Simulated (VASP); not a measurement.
A run of VASP 6.6.1 is set up as follows.

File INCAR:

```
SYSTEM = C
  PREC = Accurate
  ENCUT = 520
  EDIFF = 1E-6
  ISMEAR = 0
  SIGMA = 0.05
  LREAL = .False.
  LASPH = .True.
  NELM = 100
  ALGO = Normal
  ISIF = 2
  LWAVE = .False.
  LCHARG = .False.
  GGA = PE
  IVDW = 12
  NBANDS = 11
```

KPOINTS

```
regular mesh
0
Gamma
  15 15 15
  0 0 0
```

POSCAR

```
C
1.0
    1.2324809262      0.7115731945      3.3609366220
   -1.2324809262      0.7115731945      3.3609366220
    0.0000000000     -1.4231463891      3.3609366220
C
2
Direct
    0.1607317406      0.1607317406      0.1712717667
    0.8392682594      0.8392682594      0.8287282333
```

Potentials or basis: VASP PAW PBE potentials, release 64 (C).

The run is started by

```console
$ cat potpaw_PBE.64/C/POTCAR > POTCAR
$ mpirun -np 1 vasp_std > vasp.out
```

Question: Estimate the largest force.

Answer: 1.847 eV/Å.

Question: Estimate the pressure.

Answer: 0.7 GPa.

Forces on the atoms (eV/Å):
```
C    0.000  1.674  0.781
C    0.000 -1.674 -0.781
```

Caveat: the cell differs from its parent crystal (atoms displaced along several vibrational modes); the stress differs along the axes, from -2 to 5 GPa; forces of over 1 eV/Å act on the atoms, so gaps and moduli don't describe the material at rest.
